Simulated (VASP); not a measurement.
A run of VASP 6.6.1 is set up as follows.

INCAR

```
ALGO = Normal
EDIFF = 1E-7
ENCUT = 520
GGA = PE
ISIF = 2
ISMEAR = 0
LASPH = True
LCHARG = False
LREAL = False
LWAVE = False
NBANDS = 16
NELM = 80
PREC = Accurate
SIGMA = 0.05
```

File KPOINTS:

```
k-points
0
Gamma
  10 10 10
```

The input POSCAR:

```
GaN
1.0
    0.0000000000      2.2535006075      2.2535006075
    2.2535006075      0.0000000000      2.2535006075
    2.2535006075      2.2535006075      0.0000000000
Ga N
1 1
Direct
    0.0000000000      0.0000000000     -0.0470672237
    0.7500000000      0.7500000000      0.7500000000
```

Potentials or basis: VASP PAW PBE potentials, release 64 (Ga_d, N).

Launch:

```console
$ cat potpaw_PBE.64/Ga_d/POTCAR potpaw_PBE.64/N/POTCAR > POTCAR
$ mpirun -np 1 vasp_std > vasp.out
```

(1) What does it give for the pressure?

(2) Predict the largest force.

(3) Estimate the band gap on the k mesh.

Results:

(1) 7.3 GPa.

(2) 2.001 eV/Å.

(3) 1.50 eV, direct.

Caveat: the cell differs from its parent crystal (atom 1 (Ga) moved by (-0.150, +0.000) A along [1 1 0] and z); forces of over 1 eV/Å act on the atoms, so gaps and moduli don't describe the material at rest.
